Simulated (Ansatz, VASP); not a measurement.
## YF: VASP beside Ansatz

```
Y F
1.0
     3.91428    0.00000    0.00000
     0.00000    3.91428    0.00000
     0.00000    0.00000    5.53563
Y F
2 2
Direct
  0.50000 0.00000 0.75000
  0.00000 0.50000 0.25000
  0.00000 0.00000 0.00000
  0.50000 0.50000 0.00000
```

Change from the starting cell: ordered vacancies on the anion sites of fluorite (P4/nmm, No. 129).

Alike in both runs: task relaxation of cell and atoms; functional PBE; k mesh 4 × 4 × 4; occupations gaussian, width 0.1 eV; no spin polarisation.

|  | VASP | Ansatz |
| --- | --- | --- |
| version | VASP 6.6.1 | Ansatz 0.2.0 |
| potentials or method | VASP PAW PBE potentials, release 64 (Y_sv, F), cutoff 600 eV | scalar-relativistic, plane waves, PAW |
| valence electrons in the cell | 36 | 36 |

```csv
,VASP,Ansatz,Ansatz less VASP
"gap on the k mesh at the Fermi level, each at its own relaxed structure (eV)",none,none,-
relaxed volume (Å³/atom),19.73,19.85,+0.120
relaxed length of the cell vector where the two differ most in proportion (Å),3.711,3.726,+0.0157
```

A gap of «none» marks a metal or a gap that the smearing closes.

The k mesh is coarse, so the values compare programs but aren't converged.
